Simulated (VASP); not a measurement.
NiMoIrPdW, 5 atoms in the cell. It takes space group P3m1 (No. 156, trigonal). Conventional cell: a = 2.761 Å, b = 2.761 Å, c = 11.341 Å, α = 90.00°, β = 90.00°, γ = 120.00°. Ni (site symmetry 3m) has 3 W at 2.59 Å and 3 Pd at 2.68 Å and 6 Ni at 2.76 Å within 3.4 Å. Mo (site symmetry 3m) has 3 Ir at 2.66 Å and 1 W at 2.66 Å and 6 Mo at 2.76 Å within 3.5 Å. Pd (site symmetry 3m) has 3 Ni at 2.68 Å and 6 Pd at 2.76 Å and 3 Ir at 2.84 Å within 3.5 Å. Ir (site symmetry 3m) has 3 Mo at 2.66 Å and 6 Ir at 2.76 Å and 3 Pd at 2.84 Å within 3.5 Å. W (site symmetry 3m) has 3 Ni at 2.59 Å and 1 Mo at 2.66 Å and 6 W at 2.76 Å within 3.4 Å. 

| Quantity | Value |
| --- | --- |
| Program | VASP 6.6.1 |
| Task | single point |
| Functional | PBEsol |
| Potentials or basis | VASP PAW PBE potentials, release 64 (Ni, Mo_sv, Pd, Ir, W_sv) |
| Cutoff | 520 eV |
| k mesh | 8 × 8 × 2 |
| Occupations | fermi-dirac, width 0.05 eV |
| Spin | collinear spin, ferromagnetic start |
| Starting moments | [1.0, 1.0, 0.0, 0.6, 0.0] μB |
| Dipole correction | no |
| Further INCAR settings | ALGO = Normal; EDIFF = 1e-06; NBANDS = 40 |

Potentials or basis: VASP PAW PBE potentials, release 64 (Ni, Mo_sv, Pd, Ir, W_sv).

The run is started by

```console
$ cat potpaw_PBE.64/Ni/POTCAR potpaw_PBE.64/Mo_sv/POTCAR potpaw_PBE.64/Pd/POTCAR potpaw_PBE.64/Ir/POTCAR potpaw_PBE.64/W_sv/POTCAR > POTCAR
$ mpirun -np 1 vasp_std > vasp.out
```

Hardware: 1 thread of AMD EPYC 7R43 64-Core Processor (Zen 3), on a shared host.

Task: Estimate the wall time of this run.

Result: It took 12 min on 1 thread of AMD EPYC 7R43 64-Core Processor (Zen 3), on a shared host, peak memory 0.38 GiB. Counts: scf iterations 22, k points 42.
